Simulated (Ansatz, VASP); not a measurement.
## Ti4HBr: VASP beside Ansatz

```xyz
6
Lattice="3.7261 0.0000 0.0000 0.0000 3.7261 0.0000 0.0000 0.0000 7.1596" Properties=species:S:1:pos:R:3 pbc="T T T"
Ti    1.8631    0.0000    4.9076
Ti    0.0000    1.8631    2.2520
Ti    1.8631    0.0000    2.2520
Ti    0.0000    1.8631    4.9076
H     1.8631    1.8631    3.5798
Br    0.0000    0.0000    0.0000
```

Change from the starting cell: species swapped into the NaErF4 type (P4/mmm, No. 123).

Alike in both runs: task relaxation of cell and atoms; functional PBE; k mesh 6 × 6 × 4; occupations gaussian, width 0.1 eV; no spin polarisation.

|  | VASP | Ansatz |
| --- | --- | --- |
| version | VASP 6.6.1 | Ansatz 0.2.0 |
| potentials or method | VASP PAW PBE potentials, release 64 (Ti_sv, H, Br), cutoff 600 eV | scalar-relativistic, plane waves, PAW |
| valence electrons in the cell | 56 | 56 |

```tsv
	VASP	Ansatz	Ansatz less VASP
gap on the k mesh at the Fermi level, each at its own relaxed structure (eV)	none	none	-
relaxed volume (Å³/atom)	16.62	16.56	-0.060
relaxed cell length with the largest relative difference (Å)	7.228	7.209	-0.0193
```

A gap of «none» marks a metal or a gap that the smearing closes.
